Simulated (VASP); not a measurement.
# GaN (C222_1) in VASP: further runs

The runs below take GaN through single point, with PBEsol.

All numbers are computed with VASP 6.6.1; they aren't measurements. Logs are shortened: lines on timing, memory, paths and dates and some standing lists are left out, and cuts for length are marked.

### Step 1. The cell of the first run

It takes space group C222_1 (No. 20, orthorhombic). The conventional cell has a = 4.498 Å, b = 4.618 Å, c = 4.618 Å, α = 90.00°, β = 90.00°, γ = 90.00°. Within 2.6 Å of Ga (site symmetry 2) lie 4 N at 1.96 to 2.00 Å. Within 2.6 Å of N (site symmetry 2) lie 4 Ga at 1.96 to 2.00 Å.

### Step 2. Single point, PBEsol

Contents of INCAR:

```
PREC = Accurate
ENCUT = 520
EDIFF = 1E-7
ISMEAR = 0
SIGMA = 0.05
LREAL = False
LASPH = True
NELM = 60
ALGO = Normal
ISIF = 2
LWAVE = False
LCHARG = False
GGA = PS
NBANDS = 26
```

Contents of KPOINTS:

```
Automatic mesh
0
Gamma
  8 8 6
```

Contents of POSCAR:

```
GaN
1.0
    0.0000000000     -2.2490913701     -2.3091421097
    0.0000000000      2.2490913701     -2.3091421097
    4.6182842193      0.0000000000      0.0000000000
Ga N
2 2
Direct
    0.4992186320      0.4992186320      0.5000000000
    0.0007813680      0.0007813680      0.0000000000
    0.0064470480      0.4935529520      0.2500000000
    0.4935529520      0.0064470480      0.7500000000
```

Potentials or basis: VASP PAW PBE potentials, release 64 (Ga_d, N).

Command:

```bash
cat potpaw_PBE.64/Ga_d/POTCAR potpaw_PBE.64/N/POTCAR > POTCAR
mpirun -np 1 vasp_std > vasp.out
```

OUTCAR:

```text
PREC = Accurate
   ENCUT = 520
   EDIFF = 1E-7
   ISMEAR = 0
   LREAL = False
   LASPH = True
   NELM = 60
   ISIF = 2
   GGA = PS

 ion  position               nearest neighbor table
   1  0.499  0.499  0.500-   3 1.96   4 1.96   3 2.00   4 2.00
   2  0.001  0.001  0.000-   3 1.96   4 1.96   3 2.00   4 2.00
   3  0.006  0.494  0.250-   1 1.96   2 1.96   2 2.00   1 2.00
   4  0.494  0.006  0.750-   1 1.96   2 1.96   2 2.00   1 2.00

  LATTYP: Found a base centered orthorhombic cell.
 ALAT       =     4.4981827402
 B/A-ratio  =     1.0267000000
 C/A-ratio  =     1.0267000000

  Lattice vectors:

 A1 = (   0.0000000000,  -2.2490913701,   2.3091421097)
 A2 = (   0.0000000000,  -2.2490913701,  -2.3091421097)
 A3 = (   4.6182842193,   0.0000000000,   0.0000000000)

Analysis of symmetry for initial positions (statically):
=====================================================================
 Subroutine PRICEL returns:
 Original cell was already a primitive cell.

 Routine SETGRP: Setting up the symmetry group for a
 base centered orthorhombic supercell.

 Subroutine GETGRP returns: Found  4 space group operations
 (whereof  2 operations were pure point group operations)
 out of a pool of  8 trial point group operations.

The static configuration has the point symmetry C_2 .
 The point group associated with its full space group is D_2 .

Analysis of symmetry for dynamics (positions and initial velocities):
=====================================================================
 Subroutine PRICEL returns:
 Original cell was already a primitive cell.

 Routine SETGRP: Setting up the symmetry group for a
 base centered orthorhombic supercell.

 Subroutine GETGRP returns: Found  4 space group operations
 (whereof  2 operations were pure point group operations)
 out of a pool of  8 trial point group operations.

The dynamic configuration has the point symmetry C_2 .
 The point group associated with its full space group is D_2 .

 Subroutine INISYM returns: Found  4 space group operations
 (whereof  2 operations are pure point group operations),
 and found     1 'primitive' translations

----------------------------------------------------------------------------------------

                                     Primitive cell

  volume of cell :      47.9699

  direct lattice vectors                    reciprocal lattice vectors
     0.000000000 -2.249091370 -2.309142110     0.000000000 -0.222312000 -0.216530632
     0.000000000  2.249091370 -2.309142110     0.000000000  0.222312000 -0.216530632
     4.618284219  0.000000000  0.000000000     0.216530632  0.000000000  0.000000000

  length of vectors
     3.223437493  3.223437493  4.618284219     0.310335528  0.310335528  0.216530632

  position of ions in fractional coordinates (direct lattice)
     0.499218632  0.499218632  0.500000000
     0.000781368  0.000781368  0.000000000
     0.006447048  0.493552952  0.250000000
     0.493552952  0.006447048  0.750000000

  ion indices of the primitive-cell ions
   primitive index   ion index
                 1           1
                 2           2
                 3           3
                 4           4

----------------------------------------------------------------------------------------

 KPOINTS: Automatic mesh

Automatic generation of k-mesh.
 Grid dimensions read from file:
 generate k-points for:    8    8    6

 Generating k-lattice:

  Cartesian coordinates                     Fractional coordinates (reciprocal lattice)
     0.000000000 -0.027789000 -0.027066329     0.125000000 -0.000000000  0.000000000
     0.000000000  0.027789000 -0.027066329    -0.000000000  0.125000000  0.000000000
     0.036088439  0.000000000  0.000000000     0.000000000  0.000000000  0.166666667

  Length of vectors
     0.038791941  0.038791941  0.036088439

  Shift w.r.t. Gamma in fractional coordinates (k-lattice)
     0.000000000  0.000000000  0.000000000

 Subroutine IBZKPT returns following result:
 ===========================================

 Found     84 irreducible k-points:

 Following reciprocal coordinates:
            Coordinates               Weight
  0.000000  0.000000  0.000000      1.000000
  0.125000  0.000000  0.000000      4.000000
  0.250000  0.000000  0.000000      4.000000
  0.375000  0.000000  0.000000      4.000000
  0.500000  0.000000  0.000000      2.000000
  0.125000  0.125000  0.000000      2.000000
[... 16 lines left out ...]
  0.125000  0.000000  0.166667      8.000000
  0.250000  0.000000  0.166667      8.000000
 [... further k-points ...]
   k-points           NKPTS =     84   k-points in BZ     NKDIM =     84   number of bands    NBANDS=     26
   number of dos      NEDOS =    301   number of ions     NIONS =      4
   total plane-waves  NPLWV =  20736
   dimension x,y,z NGX =    24 NGY =   24 NGZ =   36
   dimension x,y,z NGXF=    48 NGYF=   48 NGZF=   72
   ions per type =               2   2
   NGX,Y,Z   is equivalent  to a cutoff of  12.38, 12.38, 12.96 a.u.
   NGXF,Y,Z  is equivalent  to a cutoff of  24.76, 24.76, 25.92 a.u.
 SYSTEM =  unknown system
   PREC   = accura    normal or accurate (medium, high low for compatibility)
   ISTART =      0    job   : 0-new  1-cont  2-samecut
   ICHARG =      2    charge: 1-file 2-atom 10-const
   ISPIN  =      1    spin polarized calculation?
   LNONCOLLINEAR =      F non collinear calculations
   LSORBIT =      F    spin-orbit coupling
   LASPH  =      T    aspherical Exc in radial PAW
   ENCUT  =  520.0 eV  38.22 Ry    6.18 a.u.   5.99  5.99  8.59*2*pi/ulx,y,z
   NELM   =     60;   NELMIN=  2; NELMDL= -5     # of ELM steps
   EDIFF  = 0.1E-06   stopping-criterion for ELM
   LREAL  =      F    real-space projection
   EDIFFG = 0.1E-05   stopping-criterion for IOM
   NSW    =      0    number of steps for IOM
   IBRION =     -1    ionic relax: 0-MD 1-quasi-New 2-CG
   NFREE  =      0    steps in history (QN), initial steepest desc. (CG)
   ISIF   =      2    stress and relaxation
   ISYM   =      2    0-nonsym 1-usesym 2-fastsym
   POTIM  = 0.5000    time-step for ionic-motion
   TEBEG  =    0.0;   TEEND  =   0.0 temperature during run
   PSTRESS=    0.0 pullay stress
   NELECT =      36.0000    total number of electrons
   NUPDOWN=      -1.0000    fix difference up-down
   EMIN   =  10.00;   EMAX   =-10.00  energy-range for DOS
   EFERMI =   0.00;   METHOD = LEGACY
   ISMEAR =     0;   SIGMA  =   0.05  broadening in eV -4-tet -1-fermi 0-gaus
   EFERMI_NEDOS =   21; number of points for ismear=-14 and -15
   IALGO  =     38    algorithm
   IMIX   =      4    mixing-type and parameters
     AMIX     =   0.40;   BMIX     =  1.00
     AMIX_MAG =   1.60;   BMIX_MAG =  1.00
  volume/ion in A,a.u.               =      11.99        80.93
  Fermi-wavevector in a.u.,A,eV,Ry     =   1.487714  2.811372 30.113689  2.213294
  Thomas-Fermi vector in A             =   2.600840
   LORBIT       =      0    0 simple, 1 ext, 2 COOP (PROOUT), +10 PAW based schemes
   GGA     = PS    functional components
   LHFCALC =     F    Hartree Fock is set to
   AEXX    =    0.0000 exact exchange contribution
   IVDW    =     0    specifies the selected vdW correction
   LEPSILON=     F    determine dielectric tensor
   LRPA    =     F    only Hartree local field effects (RPA)
 non-spin polarized calculation
 Gauss-broadening in eV      SIGMA  =   0.05
  energy-cutoff  :      520.00
  volume of cell :       47.97
 maximum number of plane-waves:      1312
   NGX = 11   NGY = 11   NGZ = 17

 number of electron      36.0000039 magnetization

 Free energy of the ion-electron system (eV)
  ---------------------------------------------------
  ext. energy  EPLUGINS =         0.00000000
  ---------------------------------------------------
  free energy    TOTEN  =       -26.14962962 eV

  energy without entropy =      -26.14962962  energy(sigma->0) =      -26.14962962

 E-fermi :   4.9247     XC(G=0): -11.6535

 val. band max:        4.7267943596   @ k =   0.0000   0.0000   0.0000
 cond. band min:       6.0320944873   @ k =   0.0000   0.0000   0.0000
 fundamental gap:      1.3053001277
 Fermi energy:         4.9246828270

 k-point     1 :       0.0000    0.0000    0.0000
  band No.  band energies     occupation
      1     -10.8894      2.00000
      2      -9.9676      2.00000
      3      -8.7288      2.00000
      4      -8.7282      2.00000
      5      -8.7023      2.00000
      6      -8.6352      2.00000
[... 18 lines left out ...]
     25      15.8428      0.00000
     26      17.8172      0.00000

 k-point     2 :       0.1250    0.0000    0.0000
  band No.  band energies     occupation
      1     -10.7827      2.00000
      2      -9.9674      2.00000
      3      -8.7123      2.00000
      4      -8.7087      2.00000
      5      -8.6712      2.00000
      6      -8.6228      2.00000
[... 18 lines left out ...]
     25      15.7211      0.00000
     26      17.5126      0.00000

 k-point     3 :       0.2500    0.0000    0.0000
  band No.  band energies     occupation
      1     -10.5194      2.00000
      2      -9.9746      2.00000
      3      -8.6782      2.00000
      4      -8.6754      2.00000
      5      -8.6136      2.00000
      6      -8.5280      2.00000
[... 18 lines left out ...]
     25      15.2926      0.00000
     26      17.0724      0.00000

 k-point     4 :       0.3750    0.0000    0.0000
  band No.  band energies     occupation
      1     -10.2490      2.00000
      2     -10.0052      2.00000
      3      -8.6511      2.00000
      4      -8.6339      2.00000
      5      -8.6254      2.00000
      6      -8.5375      2.00000
[... 18 lines left out ...]
     25      15.4614      0.00000
     26      16.3647      0.00000
[... 496 lines left out ...]
      1     -10.7956      2.00000
      2      -9.9902      2.00000
      3      -8.7115      2.00000
      4      -8.7012      2.00000
      5      -8.6873      2.00000
      6      -8.6232      2.00000
[... 18 lines left out ...]
     25      15.6499      0.00000
     26      17.5235      0.00000

 k-point    23 :       0.1250    0.0000    0.1667
  band No.  band energies     occupation
      1     -10.6983      2.00000
      2      -9.9890      2.00000
      3      -8.7065      2.00000
      4      -8.6889      2.00000
      5      -8.6327      2.00000
      6      -8.6124      2.00000
[... 18 lines left out ...]
     25      15.3660      0.00000
     26      17.3680      0.00000

 k-point    24 :       0.2500    0.0000    0.1667
  band No.  band energies     occupation
      1     -10.4637      2.00000
      2      -9.9939      2.00000
      3      -8.6791      2.00000
      4      -8.6658      2.00000
      5      -8.6138      2.00000
      6      -8.5196      2.00000
[... 18 lines left out ...]
     25      15.1427      0.00000
     26      16.7949      0.00000

 [... further k-points ...]

------------------------ aborting loop because EDIFF is reached ----------------------------------------

  FORCE on cell =-STRESS in cart. coord.  units (eV):
  Direction    XX          YY          ZZ          XY          YZ          ZX
  --------------------------------------------------------------------------------------
  -------------------------------------------------------------------------------------
  Total       -2.9742180     -2.0651698     -2.9884050      0.0000000      0.0000000      0.0000000
  in kB      -99.3378995    -68.9759877    -99.8117404      0.0000000      0.0000000      0.0000000
  external PRESSURE =     -89.3752092 kB  Pullay stress =       0.0000000 kB

 VOLUME and BASIS-vectors are now :
 -----------------------------------------------------------------------------
  energy-cutoff  :      520.00
  volume of cell :       47.97
      direct lattice vectors                 reciprocal lattice vectors
     0.000000000 -2.249091370 -2.309142110     0.000000000 -0.222312000 -0.216530632
     0.000000000  2.249091370 -2.309142110     0.000000000  0.222312000 -0.216530632
     4.618284219  0.000000000  0.000000000     0.216530632  0.000000000  0.000000000

 POSITION                                       TOTAL-FORCE (eV/Angst)
 -----------------------------------------------------------------------------------
      2.30914      0.00000     -2.30553         0.000000      0.000000     -0.237244
      0.00000      0.00000     -0.00361         0.000000      0.000000      0.237244
      1.15457      1.09555     -1.15457        -0.000000      0.450007      0.000000
      3.46371     -1.09555     -1.15457         0.000000     -0.450007      0.000000
 -----------------------------------------------------------------------------------
    total drift:                                0.000000     -0.000001      0.000000

  FREE ENERGIE OF THE ION-ELECTRON SYSTEM (eV)
  ---------------------------------------------------
  free  energy   TOTEN  =       -26.1496296242 eV

  energy  without entropy=      -26.1496296242  energy(sigma->0) =      -26.14962962
```

Run time: 3.2 min. Hardware: 1 thread of AMD EPYC 7R13, shared host; peak memory 0.19 GiB.

What came out:

| Property | Result |
| --- | --- |
| Free energy | -26.1496 eV |
| Pressure | -8.9 GPa |
| Largest force | 0.450 eV/Å |
| Band gap on the k mesh | 1.31 eV |

Forces in eV/Å, atoms in the order of the input:
```
Ga   0.000  0.000 -0.237
Ga   0.000  0.000  0.237
N    0.000  0.450  0.000
N    0.000 -0.450  0.000
```

Caveat: the PAW data sets were made with another functional, which shifts forces and pressure a little.

### Step 3. Single point, PBEsol

Contents of INCAR:

```
SYSTEM = GaN
PREC = Accurate ; ENCUT = 520
EDIFF = 1E-6 ; ISMEAR = 0
SIGMA = 0.05 ; LREAL = .False.
LASPH = .True. ; NELM = 80
ALGO = Normal ; ISIF = 2
LWAVE = .False. ; LCHARG = .False.
GGA = PS ; NBANDS = 26
```

Contents of KPOINTS:

```
regular mesh
0
Gamma
  8 8 6
  0 0 0
```

Contents of POSCAR:

```
GaN
1.0
    0.0000000000     -2.2490913701     -2.3091421097
    0.0000000000      2.2490913701     -2.3091421097
    4.6182842193      0.0000000000      0.0000000000
Ga N
2 2
Direct
    0.4976558961      0.4976558961      0.5000000000
    0.0023441039      0.0023441039      0.0000000000
    0.0193411440      0.4806588560      0.2500000000
    0.4806588560      0.0193411440      0.7500000000
```

Potentials or basis: VASP PAW PBE potentials, release 64 (Ga_d, N).

Command:

```bash
cat potpaw_PBE.64/Ga_d/POTCAR potpaw_PBE.64/N/POTCAR > POTCAR
mpirun -np 1 vasp_std > vasp.out
```

OUTCAR:

```text
SYSTEM = GaN
   PREC = Accurate
   ENCUT = 520
   EDIFF = 1E-6
   ISMEAR = 0
   LREAL = .False.
   LASPH = .True.
   NELM = 80
   ISIF = 2
   GGA = PS

 ion  position               nearest neighbor table
   1  0.498  0.498  0.500-   3 1.93   4 1.93   3 2.04   4 2.04
   2  0.002  0.002  0.000-   3 1.93   4 1.93   3 2.04   4 2.04
   3  0.019  0.481  0.250-   1 1.93   2 1.93   2 2.04   1 2.04
   4  0.481  0.019  0.750-   1 1.93   2 1.93   2 2.04   1 2.04

  LATTYP: Found a base centered orthorhombic cell.
 ALAT       =     4.4981827402
 B/A-ratio  =     1.0267000000
 C/A-ratio  =     1.0267000000

  Lattice vectors:

 A1 = (   0.0000000000,  -2.2490913701,   2.3091421097)
 A2 = (   0.0000000000,  -2.2490913701,  -2.3091421097)
 A3 = (   4.6182842193,   0.0000000000,   0.0000000000)

Analysis of symmetry for initial positions (statically):
=====================================================================
 Subroutine PRICEL returns:
 Original cell was already a primitive cell.

 Routine SETGRP: Setting up the symmetry group for a
 base centered orthorhombic supercell.

 Subroutine GETGRP returns: Found  4 space group operations
 (whereof  2 operations were pure point group operations)
[... 172 lines left out ...]
 val. band max:        4.7135484626   @ k =   0.0000   0.0000   0.0000
 cond. band min:       6.0184675678   @ k =   0.0000   0.0000   0.0000
 fundamental gap:      1.3049191051
 Fermi energy:         4.9759021953

 k-point     1 :       0.0000    0.0000    0.0000
  band No.  band energies     occupation
      1     -10.9134      2.00000
      2      -9.9952      2.00000
      3      -8.7437      2.00000
      4      -8.7388      2.00000
      5      -8.7094      2.00000
      6      -8.6424      2.00000
[... 685 lines left out ...]
     25      15.3884      0.00000
     26      16.9053      0.00000

 [... further k-points ...]

------------------------ aborting loop because EDIFF is reached ----------------------------------------

  FORCE on cell =-STRESS in cart. coord.  units (eV):
  Direction    XX          YY          ZZ          XY          YZ          ZX
  --------------------------------------------------------------------------------------
  -------------------------------------------------------------------------------------
  Total       -2.5108125     -1.9849880     -2.6868330      0.0000000      0.0000000      0.0000000
  in kB      -83.8603086    -66.2979430    -89.7393351      0.0000000      0.0000000      0.0000000
  external PRESSURE =     -79.9658622 kB  Pullay stress =       0.0000000 kB

 VOLUME and BASIS-vectors are now :
 -----------------------------------------------------------------------------
  energy-cutoff  :      520.00
  volume of cell :       47.97
      direct lattice vectors                 reciprocal lattice vectors
     0.000000000 -2.249091370 -2.309142110     0.000000000 -0.222312000 -0.216530632
     0.000000000  2.249091370 -2.309142110     0.000000000  0.222312000 -0.216530632
     4.618284219  0.000000000  0.000000000     0.216530632  0.000000000  0.000000000

 POSITION                                       TOTAL-FORCE (eV/Angst)
 -----------------------------------------------------------------------------------
      2.30914      0.00000     -2.29832         0.000000     -0.000000     -0.718938
      0.00000      0.00000     -0.01083         0.000000     -0.000000      0.718938
      1.15457      1.03755     -1.15457         0.000000      1.347171     -0.000000
      3.46371     -1.03755     -1.15457        -0.000000     -1.347171     -0.000000
 -----------------------------------------------------------------------------------
    total drift:                               -0.000000     -0.000001     -0.000000

  FREE ENERGIE OF THE ION-ELECTRON SYSTEM (eV)
  ---------------------------------------------------
  free  energy   TOTEN  =       -26.0384816568 eV

  energy  without entropy=      -26.0384816568  energy(sigma->0) =      -26.03848166
```

OSZICAR:

```text
N       E                     dE             d eps       ncg     rms          rms(c)
DAV:   1     0.263804271082E+03    0.26380E+03   -0.17919E+04  4938   0.252E+03
DAV:   2     0.515031123755E+01   -0.25865E+03   -0.24427E+03  4738   0.469E+02
DAV:   3    -0.283410027377E+02   -0.33491E+02   -0.33007E+02  5068   0.138E+02
DAV:   4    -0.295193292856E+02   -0.11783E+01   -0.11726E+01  5272   0.277E+01
DAV:   5    -0.295452172720E+02   -0.25888E-01   -0.25860E-01  5430   0.392E+00    0.999E+00
DAV:   6    -0.260376063853E+02    0.35076E+01   -0.85119E+00  7354   0.470E+01    0.309E+00
DAV:   7    -0.260817040535E+02   -0.44098E-01   -0.11362E+00  4664   0.809E+00    0.259E+00
DAV:   8    -0.260586789380E+02    0.23025E-01   -0.20692E-01  7056   0.442E+00    0.120E+00
DAV:   9    -0.260380315159E+02    0.20647E-01   -0.52031E-02  6858   0.358E+00    0.412E-01
DAV:  10    -0.260385202034E+02   -0.48869E-03   -0.82317E-03  4588   0.585E-01    0.140E-01
DAV:  11    -0.260385035062E+02    0.16697E-04   -0.38714E-04  6488   0.409E-01    0.784E-02
DAV:  12    -0.260384931072E+02    0.10399E-04   -0.50014E-05  5290   0.620E-02    0.698E-02
DAV:  13    -0.260384867012E+02    0.64061E-05   -0.69919E-06  5372   0.203E-02    0.330E-02
DAV:  14    -0.260384814066E+02    0.52946E-05   -0.22810E-05  5298   0.515E-02    0.137E-02
DAV:  15    -0.260384816568E+02   -0.25021E-06   -0.36881E-06  3926   0.156E-02
   1 F= -.26038482E+02 E0= -.26038482E+02  d E =-.811257E-16
```

Wall time 2.7 min (1 thread of AMD EPYC 7R13, shared host); peak memory 0.19 GiB.

What came out:

```
Free energy            : -26.0385 eV
Pressure               : -8.0 GPa
Largest force          : 1.347 eV/Å
Band gap on the k mesh : 1.30 eV
```

Forces on the atoms (eV/Å):
```
Ga   0.000  0.000 -0.719
Ga   0.000  0.000  0.719
N    0.000  1.347  0.000
N    0.000 -1.347  0.000
```

Stress tensor (GPa, compression positive):
```
-8.39  0.00  0.00
 0.00 -6.63  0.00
 0.00  0.00 -8.97
```

Caveat: the PAW data sets were made with another functional, which shifts forces and pressure a little.
